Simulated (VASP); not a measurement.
A run of VASP 6.6.1:

INCAR

```
PREC = Accurate
ENCUT = 520
EDIFF = 1E-6
ISMEAR = 0
SIGMA = 0.05
LREAL = False
LASPH = True
NELM = 60
ALGO = Normal
ISIF = 2
LWAVE = False
LCHARG = False
GGA = PS
NBANDS = 22
```

Contents of KPOINTS:

```
regular mesh
0
Gamma
  12 12 6
```

The input POSCAR:

```
Cd2S
1.0
    4.0360586983      0.0000000000      0.0000000000
   -2.0180293492      3.4953293640      0.0000000000
    0.0000000000      0.0000000000      6.2653297558
Cd S
2 1
Direct
    0.6666666700      0.3333333300      0.5527585898
    0.3333333300      0.6666666700      0.9679316989
    0.3333333300      0.6666666700      0.3564667114
```

Potentials or basis: VASP PAW PBE potentials, release 64 (Cd, S).

Command:

```sh
$ cat potpaw_PBE.64/Cd/POTCAR potpaw_PBE.64/S/POTCAR > POTCAR
$ mpirun -np 1 vasp_std > vasp.out
```

Hardware: 1 thread of Intel Xeon 8259CL, on a shared host.

Q: How long does it take, and how much memory?

A: Wall time 3.1 min on 1 thread of Intel Xeon 8259CL, on a shared host, peak memory 0.31 GiB. Counts: scf iterations 13, k points 100.
